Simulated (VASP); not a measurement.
A run of VASP 6.6.1 is set up as follows.

The input POSCAR:

```
Se
1.0
    4.4236565890      0.0000000000      0.0000000000
   -2.2118282945      3.8309989837      0.0000000000
    0.0000000000      0.0000000000      5.0187864228
Se
3
Direct
    0.7746000000      0.7746000000      0.0000000000
    0.0000000000      0.2254000000      0.6666666667
    0.2254000000      0.0000000000      0.3333333333
```

Contents of INCAR.step1:

```
PREC     = Accurate       # precision mode
ENCUT    = 520            # plane-wave cutoff, eV
ISMEAR   = -1             # smearing method
SIGMA    = 0.05           # smearing width, eV
LREAL    = F              # projectors in reciprocal space
LASPH    = T              # aspherical terms in the spheres
NELM     = 100            # most SCF steps
NBANDS   = 16             # bands
GGA      = PE             # functional
ALGO     = Normal         # electronic algorithm
EDIFF    = 1E-4           # SCF threshold, eV
LWAVE    = T              # write WAVECAR
LCHARG   = F              # write CHGCAR
```

Contents of INCAR.step2:

```
PREC     = Accurate       # precision mode
ENCUT    = 520            # plane-wave cutoff, eV
EDIFF    = 1E-6           # SCF threshold, eV
ISMEAR   = -1             # smearing method
SIGMA    = 0.05           # smearing width, eV
LREAL    = F              # projectors in reciprocal space
LASPH    = T              # aspherical terms in the spheres
NELM     = 100            # most SCF steps
ALGO     = Normal         # electronic algorithm
ISIF     = 2              # what is computed and relaxed
LWAVE    = F              # write WAVECAR
LCHARG   = T              # write CHGCAR
METAGGA  = R2SCAN         # meta-GGA
LMIXTAU  = T            
LELF     = T              # ELF
LVHAR    = T            
NBANDS   = 16             # bands
ISTART   = 1
```

The input KPOINTS:

```
Automatic mesh
0
Gamma
  7 7 6
```

Potentials or basis: VASP PAW PBE potentials, release 64 (Se).

Run with:

```bash
$ cat potpaw_PBE.64/Se/POTCAR > POTCAR
$ cp INCAR.step1 INCAR
$ mpirun -np 1 vasp_std > vasp.out
$ cp INCAR.step2 INCAR
$ mpirun -np 1 vasp_std > vasp.out
```

Q: Predict the pressure.

A: -0.9 GPa.

Q: Predict the largest force.

A: 0.319 eV/Å.

Q: Estimate the band gap on the k mesh.

A: 1.40 eV (least direct gap 1.64 eV).

Stress tensor (GPa, compression positive):
```
-0.77  0.00  0.00
 0.00 -0.77  0.00
 0.00  0.00 -1.15
```

Caveat: the PAW data sets were made with another functional, which shifts forces and pressure a little; an odd mesh through Γ misses points on the zone boundary, where band edges can lie.
